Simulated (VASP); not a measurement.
# C: single point with r2SCAN

Crystal: C.

```
CELL_PARAMETERS angstrom
2.45625 0.00000 0.00000
-1.22812 2.12717 0.00000
0.00000 0.00000 29.49188
ATOMIC_POSITIONS crystal
C 0.66667 0.33333 0.99837
C 0.66667 0.33333 0.49837
C 0.66667 0.33333 0.73279
C 0.66667 0.33333 0.23279
C 0.00000 0.00000 0.61584
C 0.33333 0.66667 0.23279
C 0.00000 0.00000 0.11584
C 0.66667 0.33333 0.61584
C 0.33333 0.66667 0.73279
C 0.33333 0.66667 0.11584
C 0.33333 0.66667 0.49837
C 0.33333 0.66667 0.99837
```

| Item | Value |
| --- | --- |
| Program | VASP 6.6.1 |
| Task | single point |
| Functional | r2SCAN |
| Potentials or basis | VASP PAW PBE potentials, release 64 (C) |
| Cutoff | 520 eV |
| k mesh | 12 × 12 × 1 |
| Occupations | gaussian, width 0.1 eV |
| Spin | no spin polarisation |

* Pressure: 0.4 GPa
* Largest force: 0.011 eV/Å

Forces on the atoms (eV/Å):
```
C    0.000  0.000 -0.010
C    0.000  0.000  0.000
C    0.000  0.000  0.003
C    0.000  0.000  0.011
C    0.000  0.000 -0.001
C    0.000  0.000  0.003
C    0.000  0.000 -0.001
C    0.000  0.000 -0.003
C    0.000  0.000  0.011
C    0.000  0.000 -0.003
C    0.000  0.000 -0.010
C    0.000  0.000  0.000
```

Stress tensor (GPa, compression positive):
```
0.61 0.00 0.00
0.00 0.61 0.00
0.00 0.00 0.10
```

Levels at points of the mesh, in eV from the Fermi level:
| k point | band 21 | band 22 | band 23 | band 24 | band 25 | band 26 | band 27 | band 28 |
| --- | --- | --- | --- | --- | --- | --- | --- | --- |
| (0.00, 0.00, 0.00) | -3.20 | -3.20 | -3.20 | -3.20 | 3.52 | 3.70 | 4.28 | 4.96 |
| (0.50, 0.00, 0.00) | -2.53 | -2.53 | -2.33 | -2.33 | 1.62 | 1.63 | 1.79 | 1.79 |

Run time: 9.3 min on 1 thread of Intel(R) Xeon(R) Platinum 8488C (Sapphire Rapids), on a shared host, peak memory 0.3 GiB.

Caveat: the PAW data sets were made with another functional, which shifts forces and pressure a little.
